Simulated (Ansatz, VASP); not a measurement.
**Ti in VASP and in Ansatz**

The input INCAR:

```
SYSTEM = Ti
ALGO = Normal ; EDIFF = 1E-7
ENCUT = 520 ; GGA = PS
ISIF = 2 ; ISMEAR = -1
LASPH = .TRUE. ; LCHARG = .FALSE.
LREAL = .FALSE. ; LWAVE = .FALSE.
NBANDS = 12 ; NELM = 80
PREC = Accurate ; SIGMA = 0.05
```

KPOINTS

```
k-points
0
G
  9 9 9
  0 0 0
```

Contents of POSCAR:

```
Ti
1.0
    0.0000000000      2.0300000000      2.0097000000
    2.0300000000      0.0000000000      2.0097000000
    2.0300000000      2.0300000000      0.0000000000
Ti
1
Direct
    0.0000000000      0.0000000000      0.0000000000
```

The input input.yaml:

```yaml
crystal:
  lattice:
    - [0.0, 2.03, 2.0097]
    - [2.03, 0.0, 2.0097]
    - [2.03, 2.03, 0.0]
  atoms:
    - { symbol: Ti, position: [0.0, 0.0, 0.0] }
hamiltonian:
  xc: pbesol
  pseudopotentials: { kind: paw }
kpoints:
  mp_grid: { grid: [9, 9, 9] }
  band_path:
    path:
      - [[0.0, 0.0, 0.0], [0.0, 0.5, 0.5], [0.2550760127, 0.5, 0.7550760127], [0.3775380063, 0.3775380063, 0.7550760127], [0.0, 0.0, 0.0], [-0.5, -0.5, 0.0], [-0.3775380063, -0.3775380063, 0.2449239873], [0.0, 0.0, 0.5], [-0.25, 0.25, 0.5], [-0.5, -0.2550760127, 0.2449239873], [-0.5, -0.5, 0.0]]
      - [[0.0, 0.5, 0.5], [-0.25, 0.25, 0.5]]
    npoints: 14
scf:
  occupations: { method: fermi_dirac, width: 0.05 }
  n_extra_bands: 6
output:
  forces: true
  stress: true
  eigenvalues: true
  fatbands: false
```

Alike in both runs: functional PBEsol; k mesh 9 × 9 × 9; occupations fermi-dirac, width 0.05 eV; no spin polarisation.

|  | VASP | Ansatz |
| --- | --- | --- |
| version | VASP 6.6.1 | Ansatz 0.2.0 |
| potentials or method | VASP PAW PBE potentials, release 64 (Ti_sv) | Ansatz PAW |
| plane-wave cutoff (eV) | 520 | 420 |
| valence electrons in the cell | 12 | 12 |
| task | single point | band structure |

VASP gave:

* gap on the k mesh at the Fermi level (eV): none
* pressure (GPa): 0.9

**Question.** What did Ansatz give for the same quantities?

**Answer.** gap on the k mesh at the Fermi level (eV): none; pressure (GPa): 1.2.

VASP's potentials were made for PBE, not for PBEsol. A gap of «none» marks a metal or a gap that the smearing closes. With one functional, cell and mesh, what is left measures potentials, basis and numerics.
